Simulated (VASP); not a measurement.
# Mo (P6/mmm) in VASP: settings compared, part 2 of 2

VASP 6.6.1. Earlier steps stand in the parts before.

### 4 Single point, PBEsol

This run uses another cell than the first one, of 16.20 Å³/atom, 1.019 times its volume.

INCAR reads:

```
SYSTEM = Mo
PREC = Accurate
ENCUT = 520
EDIFF = 1E-6
ISMEAR = 1
SIGMA = 0.15
LREAL = .FALSE.
LASPH = .TRUE.
NELM = 80
ALGO = Normal
ISIF = 2
LWAVE = .FALSE.
LCHARG = .TRUE.
GGA = PS
LELF = .TRUE.
LVHAR = .TRUE.
NBANDS = 13
```

KPOINTS reads:

```
regular mesh
0
G
  11 11 11
  0 0 0
```

POSCAR reads:

```
Mo
1.0
    2.7457736325      0.0000000000      0.0000000000
   -1.3728868163      2.3779097188      0.0000000000
    0.0000000000      0.0000000000      2.4811442076
Mo
1
Direct
    0.0000000000      0.0000000000      0.5000000000
```

Potentials or basis: VASP PAW PBE potentials, release 64 (Mo_sv).

The run is started by

```console
$ cat potpaw_PBE.64/Mo_sv/POTCAR > POTCAR
$ mpirun -np 1 vasp_std > vasp.out
```

OUTCAR:

```text
SYSTEM = Mo
   PREC = Accurate
   ENCUT = 520
   EDIFF = 1E-6
   ISMEAR = 1
   LREAL = .FALSE.
   LASPH = .TRUE.
   NELM = 80
   ISIF = 2
   GGA = PS

 ion  position               nearest neighbor table
   1  0.000  0.000  0.500-

  LATTYP: Found a hexagonal cell.
 ALAT       =     2.7457736325
 C/A-ratio  =     0.9036230002

  Lattice vectors:

 A1 = (   2.7457736325,   0.0000000000,   0.0000000000)
 A2 = (  -1.3728868163,   2.3779097188,   0.0000000000)
 A3 = (   0.0000000000,   0.0000000000,   2.4811442076)

[... 554 lines left out ...]
      6       8.3180      2.00000
      7       9.5374      2.00000
      8      12.8429     -0.00000
      9      14.2584     -0.00000
     10      15.2869      0.00000
     11      26.7761      0.00000
     12      28.0321      0.00000
     13      30.1627      0.00000

 [... further k-points ...]
[... 5 lines left out ...]
  --------------------------------------------------------------------------------------
  -------------------------------------------------------------------------------------
  Total        0.0487778      0.0487778      0.0864901     -0.0000000      0.0000000      0.0000000
  in kB        4.8241460      4.8241460      8.5539134     -0.0000000      0.0000000      0.0000000
  external PRESSURE =       6.0674018 kB  Pullay stress =       0.0000000 kB

 VOLUME and BASIS-vectors are now :
 -----------------------------------------------------------------------------
  energy-cutoff  :      520.00
  volume of cell :       16.20
      direct lattice vectors                 reciprocal lattice vectors
     2.745773633  0.000000000  0.000000000     0.364196082  0.210268706  0.000000000
    -1.372886816  2.377909719  0.000000000     0.000000000  0.420537412  0.000000000
     0.000000000  0.000000000  2.481144208     0.000000000  0.000000000  0.403039854

 POSITION                                       TOTAL-FORCE (eV/Angst)
 -----------------------------------------------------------------------------------
      0.00000      0.00000      1.24057         0.000000      0.000000      0.000000
 -----------------------------------------------------------------------------------
    total drift:                               -0.000000      0.000000      0.000000

  FREE ENERGIE OF THE ION-ELECTRON SYSTEM (eV)
  ---------------------------------------------------
  free  energy   TOTEN  =       -10.8917765203 eV

  energy  without entropy=      -10.8933487254  energy(sigma->0) =      -10.89230059
```

OSZICAR:

```text
N       E                     dE             d eps       ncg     rms          rms(c)
DAV:   1     0.110700339428E+03    0.11070E+03   -0.90719E+03  2520   0.111E+03
DAV:   2    -0.100709846327E+02   -0.12077E+03   -0.11703E+03  2806   0.332E+02
DAV:   3    -0.114213926162E+02   -0.13504E+01   -0.13462E+01  2946   0.361E+01
DAV:   4    -0.114252104096E+02   -0.38178E-02   -0.38177E-02  2826   0.218E+00
DAV:   5    -0.114252408765E+02   -0.30467E-04   -0.30467E-04  2941   0.164E-01    0.150E+01
DAV:   6    -0.109582963137E+02    0.46694E+00   -0.59336E-01  2546   0.909E+00    0.468E+00
DAV:   7    -0.108956755170E+02    0.62621E-01   -0.11112E-01  2786   0.372E+00    0.726E-01
DAV:   8    -0.108917500549E+02    0.39255E-02   -0.34420E-03  2601   0.729E-01    0.126E-01
DAV:   9    -0.108917711515E+02   -0.21097E-04   -0.41894E-05  3072   0.744E-02    0.684E-02
DAV:  10    -0.108917765278E+02   -0.53763E-05   -0.56739E-06  2781   0.259E-02    0.235E-03
DAV:  11    -0.108917765203E+02    0.75372E-08   -0.11371E-07  1438   0.385E-03
   1 F= -.10891777E+02 E0= -.10892301E+02  d E =0.157221E-02
```

stdout:

```text
POSCAR found type information on POSCAR Mo
 POSCAR found :  1 types and       1 ions
 scaLAPACK will be used
 -----------------------------------------------------------------------------
|                                                                             |
|                                                                             |
|     You enforced a specific xc type in the INCAR file but a different       |
|     I HOPE YOU KNOW WHAT YOU ARE DOING!                                     |
|                                                                             |
 -----------------------------------------------------------------------------

 LDA part: xc-table for (Slater+PW92), standard interpolation
 POSCAR, INCAR and KPOINTS ok, starting setup
 FFT: planning ... GRIDC
 FFT: planning ... GRID_SOFT
 FFT: planning ... GRID
 WAVECAR not read
 entering main loop
```

Run time: 8.6 s. Hardware: 1 thread of Intel Xeon Platinum 8375C at 2.90GHz (Ice Lake), shared host; peak memory 0.13 GiB.

What came out:

* Free energy: -10.8918 eV
* Pressure: 0.6 GPa
* Band gap on the k mesh: zero (band 7 reaches 12.50 eV, above the bottom of band 8 at 10.76 eV)

Stress tensor (GPa, compression positive):
```
0.48 0.00 0.00
0.00 0.48 0.00
0.00 0.00 0.86
```

Levels at points of the mesh, in eV from the Fermi level:
```tsv
k point	band 5	band 6	band 7	band 8	band 9	band 10
(0.00, 0.00, 0.00)	-6.80	-4.44	-0.92	-0.92	4.46	4.46
```

Caveat: the PAW data sets were made with another functional, which shifts forces and pressure a little.

### 5 Relaxation of cell and atoms, LDA

This run uses another cell than the first one, of 16.56 Å³/atom, 1.042 times its volume.

INCAR reads:

```
SYSTEM = Mo
PREC = Accurate ; ENCUT = 600
EDIFF = 1E-7 ; ISMEAR = 1
SIGMA = 0.15 ; LREAL = .False.
LASPH = .True. ; NELM = 80
ALGO = Normal ; ISIF = 3
LWAVE = .False. ; LCHARG = .False.
IBRION = 2 ; NSW = 80
EDIFFG = -0.01
```

KPOINTS reads:

```
Automatic mesh
0
Gamma
  11 11 11
  0 0 0
```

POSCAR reads:

```
Mo
1.0
    2.7355100000      0.0000000000      0.0000000000
   -1.3677550000      2.3690210000      0.0000000000
    0.0000000000      0.0000000000      2.5551810000
Mo
1
Direct
    0.0000000000      0.0000000000      0.5000000000
```

Potentials or basis: VASP PAW LDA potentials, release 64 (Mo_sv).

The run is started by

```console
$ cat potpaw_LDA.64/Mo_sv/POTCAR > POTCAR
$ mpirun -np 1 vasp_std > vasp.out
```

It took 37 s on 1 thread of Intel Xeon Platinum 8375C at 2.90GHz (Ice Lake), shared host; peak memory 0.15 GiB.

It converged, with:

```yaml
Free_energy: -11.2641 eV
Relaxed_volume: 15.97 Å³/atom
Relaxed_cell: a = 2.733 Å, b = 2.733 Å, c = 2.469 Å, α = 90.00°, β = 90.00°, γ = 120.00°
Space_group_after_relaxing_to_0.05_Å: P6/mmm (No. 191)
Energy_gained_by_relaxing: 32.4 meV/atom
Ionic_steps: 9
Pressure_after_relaxing: 0.0 GPa
Band_gap_on_the_k_mesh: zero (band 7 reaches 12.82 eV, above the bottom of band 8 at 10.93 eV)
```

Stress tensor (GPa, compression positive):
```
-0.04  0.00  0.00
 0.00 -0.04  0.00
 0.00  0.00  0.07
```

The path:
| step | energy change (eV) | largest force (eV/Å) | pressure (GPa) | volume (Å³) |
| --- | --- | --- | --- | --- |
| 1 | 0.0000 | 0.0000 | -8.10 | 16.56 |
| 2 | 0.0987 | 0.0000 | 27.54 | 14.61 |
| 3 | -0.0303 | 0.0000 | 1.12 | 15.89 |
| 4 | -0.0304 | 0.0000 | 1.57 | 15.86 |
| 5 | -0.0294 | 0.0000 | -1.31 | 16.07 |
| 6 | -0.0323 | 0.0000 | 0.23 | 15.95 |
| 7 | -0.0323 | 0.0000 | 0.22 | 15.95 |
| 8 | -0.0323 | 0.0000 | -0.41 | 15.99 |
| 9 | -0.0324 | 0.0000 | -0.01 | 15.97 |

Final structure:
```
Mo
1.0
     2.73288    0.00000    0.00000
    -1.36644    2.36674    0.00000
     0.00000    0.00000    2.46896
Mo
1
Cartesian
  0.0000 0.0000 1.2345
```

Levels at points of the mesh, in eV from the Fermi level:
```tsv
k point	band 3	band 4	band 5	band 6	band 7	band 8	band 9	band 10	band 11
(0.00, 0.00, 0.00)	-34.08	-33.77	-6.79	-4.51	-0.96	-0.96	4.54	4.54	12.89
```

### 6 Summary

```csv
task,level,potentials or basis,cell,cutoff (eV),gap on the mesh (eV),pressure (GPa)
single point,LDA,"VASP PAW LDA potentials, release 64 (Mo_sv)","a = 2.729, b = 2.729, c = 2.464 Å, angles 90.0, 90.0, 120.0°, 1 atom",520,none,1.1
single point,PBEsol+D3(BJ),"VASP PAW PBE potentials, release 64 (Mo_sv)","a = 2.718, b = 2.718, c = 2.458 Å, angles 90.0, 90.0, 120.0°, 1 atom",520,none,0.7
single point,PBEsol,"VASP PAW PBE potentials, release 64 (Mo_sv)","a = 2.746, b = 2.746, c = 2.481 Å, angles 90.0, 90.0, 120.0°, 1 atom",520,none,0.6
relaxation of cell and atoms,LDA,"VASP PAW LDA potentials, release 64 (Mo_sv)","relaxed from a = 2.736, b = 2.736, c = 2.555 Å, angles 90.0, 90.0, 120.0°, 1 atom",600,none,0.0
```

Alike in all rows: no spin polarisation; k mesh 11 × 11 × 11; smearing methfessel-paxton 0.15 eV.

Caveats: the PAW data sets were made with another functional, which shifts forces and pressure a little (some runs); pairwise dispersion overbinds metals, which lowers pressure and volume (some runs).

Absolute energies hang on the potentials; compare differences alone.
